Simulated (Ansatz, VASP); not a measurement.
Sn4P in VASP and in Ansatz

File INCAR:

```
SYSTEM = Sn4P
ALGO = Normal
EDIFF = 1E-7
EDIFFG = -0.04
ENCUT = 600
GGA = PE
IBRION = 2
ISIF = 3
ISMEAR = 0
LASPH = .TRUE.
LCHARG = .FALSE.
LREAL = .FALSE.
LWAVE = .FALSE.
NELM = 100
NSW = 90
PREC = Accurate
SIGMA = 0.1
```

Contents of KPOINTS:

```
k-points
0
G
  4 4 4
  0 0 0
```

POSCAR

```
Sn4P
1.0
    4.9802368600      0.0000000000      0.0000000000
    0.0000000000      4.9802368600      0.0000000000
    0.0000000000      0.0000000000      4.9802368600
Sn P
4 1
Direct
    0.5000000000      0.5000000000      0.5000000000
    0.0000000000      0.5000000000      0.5000000000
    0.5000000000      0.0000000000      0.5000000000
    0.5000000000      0.5000000000      0.0000000000
    0.0000000000      0.0000000000      0.0000000000
```

Input for Ansatz:

```yaml
crystal:
  lattice:
    - [4.98023686, 0.0, 0.0]
    - [0.0, 4.98023686, 0.0]
    - [0.0, 0.0, 4.98023686]
  atoms:
    - { symbol: Sn, position: [0.5, 0.5, 0.5] }
    - { symbol: Sn, position: [0.0, 0.5, 0.5] }
    - { symbol: Sn, position: [0.5, 0.0, 0.5] }
    - { symbol: Sn, position: [0.5, 0.5, 0.0] }
    - { symbol: P, position: [0.0, 0.0, 0.0] }
basis:
  ecutwfc: 420
kpoints:
  mp_grid: { grid: [4, 4, 4] }
hamiltonian:
  xc: pbe
scf:
  occupations: { method: gaussian, width: 0.1 }
  lower_state_search: "off"
output:
  forces: true
  stress: true
  eigenvalues: true
relax:
  adjacent_minimum: "off"
  f_tol: 0.04
  max_steps: 70
  cell: { stress_tol: 0.4 }
```

Change from the starting cell: species swapped into the Mn4N type (Pm-3m, No. 221).

Alike in both runs: task relaxation of cell and atoms; functional PBE; k mesh 4 × 4 × 4; occupations gaussian, width 0.1 eV; no spin polarisation.

|  | VASP | Ansatz |
| --- | --- | --- |
| version | VASP 6.6.1 | Ansatz 0.2.0 |
| potentials or method | VASP PAW PBE potentials, release 64 (Sn_d, P), cutoff 600 eV | scalar-relativistic, plane waves, PAW |
| valence electrons in the cell | 61 | 61 |

VASP gave:

| Quantity | Value |
| --- | --- |
| gap on the k mesh at the Fermi level, each at its own relaxed structure (eV) | none |
| relaxed volume (Å³/atom) | 35.77 |
| relaxed cell length with the largest relative difference (Å) | 5.634 |

Q: Which values does Ansatz return?

A: gap on the k mesh at the Fermi level, each at its own relaxed structure (eV): none; relaxed volume (Å³/atom): 35.35; relaxed cell length with the largest relative difference (Å): 5.612.

A gap of «none» marks a metal or a gap that the smearing closes.

Noted on VASP's run: the volume moved by over 15 % at a fixed basis, so the end points are rough.
